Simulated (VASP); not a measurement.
Input of a VASP 6.6.1 run:

POSCAR

```
Sb
1.0
    0.0000000000      2.3712425216      2.3712425216
    2.3712425216      0.0000000000      2.3712425216
    2.3712425216      2.3712425216      0.0000000000
Sb
1
Direct
    0.0000000000      0.0000000000      0.0000000000
```

INCAR.step1

```
PREC = Accurate
ENCUT = 520
EDIFF = 1E-5
ISMEAR = -1
SIGMA = 0.05
LREAL = F
LASPH = T
NELM = 80
ALGO = Normal
ISIF = 2
LWAVE = T
LCHARG = F
NBANDS = 8
GGA = PE
```

File INCAR.step2:

```
PREC = Accurate
ENCUT = 520
EDIFF = 1E-6
ISMEAR = -1
SIGMA = 0.05
LREAL = F
LASPH = T
NELM = 80
ALGO = Normal
ISIF = 2
LWAVE = F
LCHARG = F
GGA = PE
LHFCALC = T
HFSCREEN = 0.2079
PRECFOCK = Normal
NBANDS = 8
ISTART = 1
```

The input KPOINTS:

```
regular mesh
0
Gamma
  6 6 6
```

Potentials or basis: VASP PAW PBE potentials, release 64 (Sb).

Launch:

```bash
$ cat potpaw_PBE.64/Sb/POTCAR > POTCAR
$ cp INCAR.step1 INCAR
$ mpirun -np 1 vasp_std > vasp.out
$ cp INCAR.step2 INCAR
$ mpirun -np 1 vasp_std > vasp.out
```

Task: Estimate the pressure.

Result: -1.3 GPa.

Caveat: the k points lie up to 0.38 Å⁻¹ apart; the PAW data sets were made with another functional, which shifts forces and pressure a little.
